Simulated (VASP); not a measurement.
Input of a VASP 6.6.1 run:

POSCAR

```
ZnO
1.0
    3.2352006011      0.0000000000      0.0000000000
   -1.6176003005      2.8017659069      0.0000000000
    0.0000000000      0.0000000000      5.2114160388
Zn O
2 2
Direct
    0.3333333333      0.6666666667      0.0012360743
    0.6666666667      0.3333333333      0.5012360743
    0.3333333333      0.6666666667      0.3808639257
    0.6666666667      0.3333333333      0.8808639257
```

The input INCAR.step1:

```
SYSTEM = ZnO
PREC     = Accurate       ! precision mode
ENCUT    = 520            ! plane-wave cutoff, eV
ISMEAR   = 0              ! smearing method
SIGMA    = 0.02           ! smearing width, eV
LREAL    = .False.        ! projectors in reciprocal space
LASPH    = .True.         ! aspherical terms in the spheres
NELM     = 60             ! most SCF steps
NBANDS   = 26             ! bands
GGA      = PE             ! functional
ALGO     = Normal         ! electronic algorithm
EDIFF    = 1E-4           ! SCF threshold, eV
LWAVE    = .True.         ! write WAVECAR
LCHARG   = .False.        ! write CHGCAR
```

File INCAR.step2:

```
SYSTEM = ZnO
PREC     = Accurate       ! precision mode
ENCUT    = 520            ! plane-wave cutoff, eV
EDIFF    = 1E-6           ! SCF threshold, eV
ISMEAR   = 0              ! smearing method
SIGMA    = 0.02           ! smearing width, eV
LREAL    = .False.        ! projectors in reciprocal space
LASPH    = .True.         ! aspherical terms in the spheres
NELM     = 60             ! most SCF steps
ALGO     = Normal         ! electronic algorithm
ISIF     = 2              ! what is computed and relaxed
LWAVE    = .False.        ! write WAVECAR
LCHARG   = .True.         ! write CHGCAR
METAGGA  = R2SCAN         ! meta-GGA
LMIXTAU  = .True.       
LELF     = .True.         ! ELF
LVHAR    = .True.       
NBANDS   = 26             ! bands
ISTART   = 1
```

The input KPOINTS:

```
Automatic mesh
0
Gamma
  12 12 6
  0 0 0
```

Potentials or basis: VASP PAW PBE potentials, release 64 (Zn, O).

Run with:

```console
$ cat potpaw_PBE.64/Zn/POTCAR potpaw_PBE.64/O/POTCAR > POTCAR
$ cp INCAR.step1 INCAR
$ mpirun -np 1 vasp_std > vasp.out
$ cp INCAR.step2 INCAR
$ mpirun -np 1 vasp_std > vasp.out
```

(1) Predict the largest force.

(2) Estimate the band gap on the k mesh.

(3) What does it give for the pressure?

Results:

(1) 0.012 eV/Å.

(2) 1.23 eV.

(3) 1.0 GPa.

Caveat: the PAW data sets were made with another functional, which shifts forces and pressure a little.

**Measured values to compare with.**

From “Electronic structure of alkaline earth and post-transition metal oxides”, 2009, arxiv:0908.1581, for a bulk crystal of ZnO: band gap 3.37 eV.

Measured gap of ZnO: 3.37 eV (quoted in “Electronic structure of alkaline earth and post-transition metal oxides”, 2009, arxiv:0908.1581). This calculation gives 1.23 eV (-2.14 eV). So large a miss can be the level of theory's own, or it may mean another phase, state or a wrong row. The value is that of r2SCAN, without temperature or zero-point motion.
